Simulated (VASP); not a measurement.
# SbRh3N4 (P-43m) in VASP: further runs

SbRh3N4 is run at these levels: PBEsol; tasks: single point, relaxation of cell and atoms.

Program: VASP 6.6.1. These are calculated values, not measurements. Logs are shortened: lines on timing, memory, paths and dates and some standing lists are left out, and cuts for length are marked.

## Step 1: The cell of the first run

It takes space group P-43m (No. 215, cubic). The conventional cell has a = 4.698 Å, b = 4.698 Å, c = 4.698 Å, α = 90.00°, β = 90.00°, γ = 90.00°. Sb (site symmetry -43m) has 4 N at 2.13 Å within 2.8 Å. Rh (site symmetry -42m) has 4 N at 2.01 Å within 2.7 Å. Within 2.7 Å of N (site symmetry 3m) lie 3 Rh at 2.01 Å and 1 Sb at 2.13 Å.

## Step 2: Single point, PBEsol

INCAR

```
  PREC = Accurate
  ENCUT = 520
  EDIFF = 1E-6
  ISMEAR = -1
  SIGMA = 0.03
  LREAL = False
  LASPH = True
  NELM = 100
  ALGO = Normal
  ISIF = 2
  LWAVE = False
  LCHARG = False
  GGA = PS
  NBANDS = 45
```

KPOINTS

```
regular mesh
0
Gamma
  6 6 6
```

POSCAR

```
SbRh3N4
1.0
    4.6981777023      0.0000000000      0.0000000000
    0.0000000000      4.6981777023      0.0000000000
    0.0000000000      0.0000000000      4.6981777023
Sb Rh N
1 3 4
Direct
    0.0000000000      0.0000000000      0.0000000000
    0.0000000000      0.5000000000      0.5000000000
    0.5000000000      0.0000000000      0.5000000000
    0.5000000000      0.5000000000      0.0000000000
    0.2615054475      0.2615054475      0.2615054475
    0.7384945525      0.7384945525      0.2615054475
    0.2615054475      0.7384945525      0.7384945525
    0.7384945525      0.2615054475      0.7384945525
```

Potentials or basis: VASP PAW PBE potentials, release 64 (Sb, Rh_pv, N).

On the command line:

```
$ cat potpaw_PBE.64/Sb/POTCAR potpaw_PBE.64/Rh_pv/POTCAR potpaw_PBE.64/N/POTCAR > POTCAR
$ mpirun -np 1 vasp_std > vasp.out
```

OUTCAR:

```text
PREC = Accurate
   ENCUT = 520
   EDIFF = 1E-6
   ISMEAR = -1
   LREAL = False
   LASPH = True
   NELM = 100
   ISIF = 2
   GGA = PS

 ion  position               nearest neighbor table
   1  0.000  0.000  0.000-   5 2.13   6 2.13   7 2.13   8 2.13   3 3.32   4 3.32   2 3.32   2 3.32
                             3 3.32   2 3.32   4 3.32   2 3.32   3 3.32   4 3.32   3 3.32   4 3.32
   2  0.000  0.500  0.500-   5 2.01   6 2.01   7 2.01   8 2.01   3 3.32   4 3.32   1 3.32   1 3.32
                             4 3.32   1 3.32   3 3.32   1 3.32   3 3.32   4 3.32   4 3.32   3 3.32
   3  0.500  0.000  0.500-   5 2.01   6 2.01   7 2.01   8 2.01   2 3.32   4 3.32   1 3.32   1 3.32
                             4 3.32   2 3.32   4 3.32   4 3.32   1 3.32   2 3.32   1 3.32   2 3.32
   4  0.500  0.500  0.000-   5 2.01   6 2.01   7 2.01   8 2.01   2 3.32   3 3.32   1 3.32   2 3.32
                             3 3.32   1 3.32   3 3.32   3 3.32   1 3.32   2 3.32   2 3.32   1 3.32
   5  0.262  0.262  0.262-   2 2.01   3 2.01   4 2.01   1 2.13
   6  0.738  0.738  0.262-   2 2.01   3 2.01   4 2.01   1 2.13
   7  0.262  0.738  0.738-   2 2.01   3 2.01   4 2.01   1 2.13
   8  0.738  0.262  0.738-   2 2.01   3 2.01   4 2.01   1 2.13

  LATTYP: Found a simple cubic cell.
 ALAT       =     4.6981777023

  Lattice vectors:

 A1 = (   4.6981777023,   0.0000000000,   0.0000000000)
 A2 = (   0.0000000000,   4.6981777023,   0.0000000000)
 A3 = (   0.0000000000,   0.0000000000,   4.6981777023)

Analysis of symmetry for initial positions (statically):
=====================================================================
 Subroutine PRICEL returns:
 Original cell was already a primitive cell.

 Routine SETGRP: Setting up the symmetry group for a
 simple cubic supercell.

 Subroutine GETGRP returns: Found 24 space group operations
 (whereof 24 operations were pure point group operations)
 out of a pool of 48 trial point group operations.

The static configuration has the point symmetry T_d .

Analysis of symmetry for dynamics (positions and initial velocities):
=====================================================================
 Subroutine PRICEL returns:
 Original cell was already a primitive cell.

 Routine SETGRP: Setting up the symmetry group for a
 simple cubic supercell.

 Subroutine GETGRP returns: Found 24 space group operations
 (whereof 24 operations were pure point group operations)
 out of a pool of 48 trial point group operations.

The dynamic configuration has the point symmetry T_d .

 Subroutine INISYM returns: Found 24 space group operations
 (whereof 24 operations are pure point group operations),
 and found     1 'primitive' translations

----------------------------------------------------------------------------------------

                                     Primitive cell

  volume of cell :     103.7023

  direct lattice vectors                    reciprocal lattice vectors
     4.698177702  0.000000000  0.000000000     0.212848484  0.000000000  0.000000000
     0.000000000  4.698177702  0.000000000     0.000000000  0.212848484  0.000000000
     0.000000000  0.000000000  4.698177702     0.000000000  0.000000000  0.212848484

  length of vectors
     4.698177702  4.698177702  4.698177702     0.212848484  0.212848484  0.212848484

  position of ions in fractional coordinates (direct lattice)
     0.000000000  0.000000000  0.000000000
     0.000000000  0.500000000  0.500000000
     0.500000000  0.000000000  0.500000000
     0.500000000  0.500000000  0.000000000
     0.261505447  0.261505447  0.261505447
     0.738494553  0.738494553  0.261505447
     0.261505447  0.738494553  0.738494553
     0.738494553  0.261505447  0.738494553

  ion indices of the primitive-cell ions
   primitive index   ion index
                 1           1
                 2           2
                 3           3
                 4           4
                 5           5
                 6           6
                 7           7
                 8           8

----------------------------------------------------------------------------------------

 KPOINTS: regular mesh

Automatic generation of k-mesh.
 Grid dimensions read from file:
 generate k-points for:    6    6    6

 Generating k-lattice:

  Cartesian coordinates                     Fractional coordinates (reciprocal lattice)
     0.035474747  0.000000000  0.000000000     0.166666667  0.000000000  0.000000000
     0.000000000  0.035474747  0.000000000     0.000000000  0.166666667  0.000000000
     0.000000000  0.000000000  0.035474747     0.000000000  0.000000000  0.166666667

  Length of vectors
     0.035474747  0.035474747  0.035474747

  Shift w.r.t. Gamma in fractional coordinates (k-lattice)
     0.000000000  0.000000000  0.000000000

 Subroutine IBZKPT returns following result:
 ===========================================

 Found     20 irreducible k-points:

 Following reciprocal coordinates:
            Coordinates               Weight
  0.000000  0.000000  0.000000      1.000000
  0.166667  0.000000  0.000000      6.000000
  0.333333  0.000000  0.000000      6.000000
  0.500000  0.000000  0.000000      3.000000
  0.166667  0.166667  0.000000     12.000000
  0.333333  0.166667  0.000000     24.000000
[... 12 lines left out ...]
  0.500000  0.500000  0.333333      6.000000
  0.500000  0.500000  0.500000      1.000000
   k-points           NKPTS =     20   k-points in BZ     NKDIM =     20   number of bands    NBANDS=     45
   number of dos      NEDOS =    301   number of ions     NIONS =      8
   total plane-waves  NPLWV =  46656
   dimension x,y,z NGX =    36 NGY =   36 NGZ =   36
   dimension x,y,z NGXF=    72 NGYF=   72 NGZF=   72
   ions per type =               1   3   4
   NGX,Y,Z   is equivalent  to a cutoff of  12.74, 12.74, 12.74 a.u.
   NGXF,Y,Z  is equivalent  to a cutoff of  25.48, 25.48, 25.48 a.u.
 SYSTEM =  unknown system
   PREC   = accura    normal or accurate (medium, high low for compatibility)
   ISTART =      0    job   : 0-new  1-cont  2-samecut
   ICHARG =      2    charge: 1-file 2-atom 10-const
   ISPIN  =      1    spin polarized calculation?
   LNONCOLLINEAR =      F non collinear calculations
   LSORBIT =      F    spin-orbit coupling
   LASPH  =      T    aspherical Exc in radial PAW
   ENCUT  =  520.0 eV  38.22 Ry    6.18 a.u.   8.74  8.74  8.74*2*pi/ulx,y,z
   NELM   =    100;   NELMIN=  2; NELMDL= -5     # of ELM steps
   EDIFF  = 0.1E-05   stopping-criterion for ELM
   LREAL  =      F    real-space projection
   EDIFFG = 0.1E-04   stopping-criterion for IOM
   NSW    =      0    number of steps for IOM
   IBRION =     -1    ionic relax: 0-MD 1-quasi-New 2-CG
   NFREE  =      0    steps in history (QN), initial steepest desc. (CG)
   ISIF   =      2    stress and relaxation
   ISYM   =      2    0-nonsym 1-usesym 2-fastsym
   POTIM  = 0.5000    time-step for ionic-motion
   TEBEG  =    0.0;   TEEND  =   0.0 temperature during run
   PSTRESS=    0.0 pullay stress
   NELECT =      70.0000    total number of electrons
   NUPDOWN=      -1.0000    fix difference up-down
   EMIN   =  10.00;   EMAX   =-10.00  energy-range for DOS
   EFERMI =   0.00;   METHOD = LEGACY
   ISMEAR =    -1;   SIGMA  =   0.03  broadening in eV -4-tet -1-fermi 0-gaus
   EFERMI_NEDOS =   21; number of points for ismear=-14 and -15
   IALGO  =     38    algorithm
   IMIX   =      4    mixing-type and parameters
     AMIX     =   0.40;   BMIX     =  1.00
     AMIX_MAG =   1.60;   BMIX_MAG =  1.00
  volume/ion in A,a.u.               =      12.96        87.48
  Fermi-wavevector in a.u.,A,eV,Ry     =   1.436078  2.713794 28.059573  2.062320
  Thomas-Fermi vector in A             =   2.555306
   LORBIT       =      0    0 simple, 1 ext, 2 COOP (PROOUT), +10 PAW based schemes
   GGA     = PS    functional components
   LHFCALC =     F    Hartree Fock is set to
   AEXX    =    0.0000 exact exchange contribution
   IVDW    =     0    specifies the selected vdW correction
   LEPSILON=     F    determine dielectric tensor
   LRPA    =     F    only Hartree local field effects (RPA)
 non-spin polarized calculation
  energy-cutoff  :      520.00
  volume of cell :      103.70
 maximum number of plane-waves:      2826
 NGX is ok and might be reduce to    36
   NGX = 17   NGY = 17   NGZ = 17

 number of electron      69.9999990 magnetization

 Free energy of the ion-electron system (eV)
  ---------------------------------------------------
  ext. energy  EPLUGINS =         0.00000000
  ---------------------------------------------------
  free energy    TOTEN  =       -58.12749892 eV

  energy without entropy =      -58.10390052  energy(sigma->0) =      -58.11569972

 E-fermi :   8.7798     XC(G=0): -12.0825

 val. band max:        8.7695852228   @ k =   0.1667   0.1667   0.1667
 cond. band min:       8.7860569136   @ k =   0.5000   0.5000   0.5000
 fundamental gap:      0.0164716907
 Fermi energy:         8.7798215627

 k-point     1 :       0.0000    0.0000    0.0000
  band No.  band energies     occupation
      1     -38.4756      2.00000
      2     -38.4756      2.00000
      3     -38.4756      2.00000
      4     -38.4532      2.00000
      5     -38.4532      2.00000
      6     -38.4532      2.00000
[... 37 lines left out ...]
     44      12.7331      0.00000
     45      13.8096      0.00000

 k-point     2 :       0.1667    0.0000    0.0000
  band No.  band energies     occupation
      1     -38.4740      2.00000
      2     -38.4740      2.00000
      3     -38.4731      2.00000
      4     -38.4536      2.00000
      5     -38.4536      2.00000
      6     -38.4532      2.00000
[... 37 lines left out ...]
     44      12.8577      0.00000
     45      13.9733      0.00000

 k-point     3 :       0.3333    0.0000    0.0000
  band No.  band energies     occupation
      1     -38.4702      2.00000
      2     -38.4702      2.00000
      3     -38.4675      2.00000
      4     -38.4549      2.00000
      5     -38.4549      2.00000
      6     -38.4534      2.00000
[... 37 lines left out ...]
     44      13.1999      0.00000
     45      14.1730      0.00000

 k-point     4 :       0.5000    0.0000    0.0000
  band No.  band energies     occupation
      1     -38.4679      2.00000
      2     -38.4679      2.00000
      3     -38.4644      2.00000
      4     -38.4558      2.00000
      5     -38.4558      2.00000
      6     -38.4534      2.00000
[... 709 lines left out ...]
     44      13.1365      0.00000
     45      15.0184      0.00000

 k-point    19 :       0.5000    0.5000    0.3333
  band No.  band energies     occupation
      1     -38.4856      2.00000
      2     -38.4820      2.00000
      3     -38.4820      2.00000
      4     -38.4356      2.00000
      5     -38.4356      2.00000
      6     -38.4321      2.00000
[... 37 lines left out ...]
     44      12.8192      0.00000
     45      14.6334      0.00000

 k-point    20 :       0.5000    0.5000    0.5000
  band No.  band energies     occupation
      1     -38.4855      2.00000
      2     -38.4855      2.00000
      3     -38.4855      2.00000
      4     -38.4366      2.00000
      5     -38.4321      2.00000
      6     -38.4321      2.00000
[... 37 lines left out ...]
     44      12.6109      0.00000
     45      14.8652      0.00000

------------------------ aborting loop because EDIFF is reached ----------------------------------------

  FORCE on cell =-STRESS in cart. coord.  units (eV):
  Direction    XX          YY          ZZ          XY          YZ          ZX
  --------------------------------------------------------------------------------------
  -------------------------------------------------------------------------------------
  Total       -0.0153327     -0.0153327     -0.0153327     -0.0000000     -0.0000000      0.0000000
  in kB       -0.2368874     -0.2368874     -0.2368874     -0.0000000     -0.0000000      0.0000000
  external PRESSURE =      -0.2368874 kB  Pullay stress =       0.0000000 kB

 VOLUME and BASIS-vectors are now :
 -----------------------------------------------------------------------------
  energy-cutoff  :      520.00
  volume of cell :      103.70
      direct lattice vectors                 reciprocal lattice vectors
     4.698177702  0.000000000  0.000000000     0.212848484  0.000000000  0.000000000
     0.000000000  4.698177702  0.000000000     0.000000000  0.212848484  0.000000000
     0.000000000  0.000000000  4.698177702     0.000000000  0.000000000  0.212848484

 POSITION                                       TOTAL-FORCE (eV/Angst)
 -----------------------------------------------------------------------------------
      0.00000      0.00000      0.00000        -0.000000     -0.000000      0.000000
      0.00000      2.34909      2.34909        -0.000000      0.000000     -0.000000
      2.34909      0.00000      2.34909        -0.000000      0.000000      0.000000
      2.34909      2.34909      0.00000        -0.000000      0.000000     -0.000000
      1.22860      1.22860      1.22860         0.025397      0.025397      0.025397
      3.46958      3.46958      1.22860        -0.025397     -0.025397      0.025397
      1.22860      3.46958      3.46958         0.025397     -0.025397     -0.025397
      3.46958      1.22860      3.46958        -0.025397      0.025397     -0.025397
 -----------------------------------------------------------------------------------
    total drift:                               -0.000000     -0.000000      0.000000

  FREE ENERGIE OF THE ION-ELECTRON SYSTEM (eV)
  ---------------------------------------------------
  free  energy   TOTEN  =       -58.1274989184 eV

  energy  without entropy=      -58.1039005151  energy(sigma->0) =      -58.11569972
```

It took 72 s on 1 thread of Intel Xeon Platinum 8375C at 2.90GHz (Ice Lake), shared host; peak memory 0.25 GiB.

What came out:

- Free energy: -58.1275 eV
- Pressure: 0.0 GPa
- Largest force: 0.044 eV/Å
- Band gap on the k mesh: zero (band 35 reaches 9.02 eV, above the bottom of band 36 at 8.42 eV)

Forces in eV/Å, atoms in the order of the input:
```
Sb   0.000  0.000  0.000
Rh   0.000  0.000  0.000
Rh   0.000  0.000  0.000
Rh   0.000  0.000  0.000
N    0.025  0.025  0.025
N   -0.025 -0.025  0.025
N    0.025 -0.025 -0.025
N   -0.025  0.025 -0.025
```

Levels at points of the mesh, in eV from the Fermi level:
```
           k point  band 33  band 34  band 35  band 36  band 37  band 38
(0.00, 0.00, 0.00)    -1.28    -1.28    -0.36    -0.36    -0.36    -0.05
(0.50, 0.00, 0.00)    -0.78    -0.17     0.24     0.44     0.44     1.08
(0.50, 0.50, 0.00)    -0.73    -0.70    -0.70    -0.04     0.99     1.24
(0.50, 0.50, 0.50)    -0.21    -0.21    -0.21     0.01     1.02     1.02
```

Caveat: the PAW data sets were made with another functional, which shifts forces and pressure a little; spin-orbit coupling is left out, which moves the levels of the heavy elements.

(Part 1 of 2 ends here.)
